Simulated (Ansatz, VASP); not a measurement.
**Two plane-wave programs on In3As**

INCAR

```
  PREC = Accurate
  ENCUT = 600
  EDIFF = 1E-6
  ISMEAR = 0
  SIGMA = 0.1
  LREAL = F
  LASPH = T
  NELM = 60
  ALGO = Fast
  ISIF = 3
  LWAVE = F
  LCHARG = F
  GGA = CA
  IBRION = 2
  NSW = 100
  EDIFFG = -0.005
```

The input KPOINTS:

```
Automatic mesh
0
Gamma
  10 10 10
```

File POSCAR:

```
In3As
1.0
    4.5273568029      0.0000000000      0.0000000000
    0.0000000000      4.5273568029      0.0000000000
    0.0000000000      0.0000000000      4.5273568029
In As
3 1
Direct
    0.0000000000      0.5000000000      0.5000000000
    0.5000000000      0.0000000000      0.5000000000
    0.5000000000      0.5000000000      0.0000000000
    0.0000000000      0.0000000000      0.0000000000
```

Input for Ansatz:

```yaml
crystal:
  lattice:
    - [4.5273568029, 0.0, 0.0]
    - [0.0, 4.5273568029, 0.0]
    - [0.0, 0.0, 4.5273568029]
  atoms:
    - { symbol: In, position: [0.0, 0.5, 0.5] }
    - { symbol: In, position: [0.5, 0.0, 0.5] }
    - { symbol: In, position: [0.5, 0.5, 0.0] }
    - { symbol: As, position: [0.0, 0.0, 0.0] }
basis:
  ecutwfc: 420
kpoints:
  mp_grid: { grid: [10, 10, 10] }
hamiltonian:
  xc: lda
scf:
  occupations: { method: gaussian, width: 0.1 }
output:
  forces: true
  stress: true
  eigenvalues: true
  write_density: true
  write_potential: true
  elf: true
  volumetric_format: npy
relax:
  adjacent_minimum: "off"
  f_tol: 0.005
  max_steps: 80
  cell: { stress_tol: 0.05 }
```

Alike in both runs: task relaxation of cell and atoms; functional LDA; k mesh 10 × 10 × 10; occupations gaussian, width 0.1 eV; no spin polarisation.

|  | VASP | Ansatz |
| --- | --- | --- |
| version | VASP 6.6.1 | Ansatz 0.2.0 |
| potentials or method | VASP PAW LDA potentials, release 64 (In_d, As), cutoff 600 eV | scalar-relativistic, plane waves, PAW |
| valence electrons in the cell | 44 | 54 |

```tsv
	VASP	Ansatz	Ansatz less VASP
gap on the k mesh at the Fermi level, each at its own relaxed structure (eV)	none	none	-
relaxed volume (Å³/atom)	23.27	23.20	-0.074
relaxed length of the cell vector where the two differ most in proportion (Å)	4.532	4.527	-0.0048
```

LDA's correlation is that of Perdew and Zunger in VASP and of Perdew and Wang (1992) in Ansatz. A gap of «none» marks a metal or a gap that the smearing closes. VASP's potentials hold 44 valence electrons a cell and Ansatz's 54, so a difference there can come from the potentials and not from the codes.
